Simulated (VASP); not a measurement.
Write the native input for VASP 6.6.1 that does the following.

| Property | Result |
| --- | --- |
| Task | single point |
| Functional | PBE |
| Potentials or basis | VASP PAW PBE potentials, release 64 (Ga_d, As) |
| Cutoff | 520 eV |
| k mesh | 6 × 6 × 6 |
| Occupations | gaussian, width 0.01 eV |
| Spin | no spin polarisation |
| Dipole correction | no |
| Further INCAR settings | ALGO = Normal; EDIFF = 1e-06; NBANDS = 16 |

The structure of GaAs lies in POSCAR:

```
GaAs
1.0
    0.0000000000      2.7493627234      2.7493627234
    2.7493627234      0.0000000000      2.7493627234
    2.7493627234      2.7493627234      0.0000000000
Ga As
1 1
Direct
    0.0000000000      0.0000000000      0.0000000000
    0.2500000000      0.2500000000      0.2500000000
```

The input as run:

INCAR

```
PREC = Accurate ; ENCUT = 520
EDIFF = 1E-6 ; ISMEAR = 0
SIGMA = 0.01 ; LREAL = F
LASPH = T ; NELM = 100
ALGO = Normal ; ISIF = 2
LWAVE = F ; LCHARG = F
GGA = PE ; NBANDS = 16
```

KPOINTS

```
Automatic mesh
0
Gamma
  6 6 6
```

Potentials or basis: VASP PAW PBE potentials, release 64 (Ga_d, As).

The run is started by

```console
$ cat potpaw_PBE.64/Ga_d/POTCAR potpaw_PBE.64/As/POTCAR > POTCAR
$ mpirun -np 1 vasp_std > vasp.out
```

Results of the run:

```yaml
Pressure: 11.2 GPa
Band_gap_on_the_k_mesh: 1.17 eV, direct
```

It took 8.6 s on 1 thread of Intel(R) Xeon(R) Platinum 8488C (Sapphire Rapids) (shared host), peak memory 0.16 GiB.
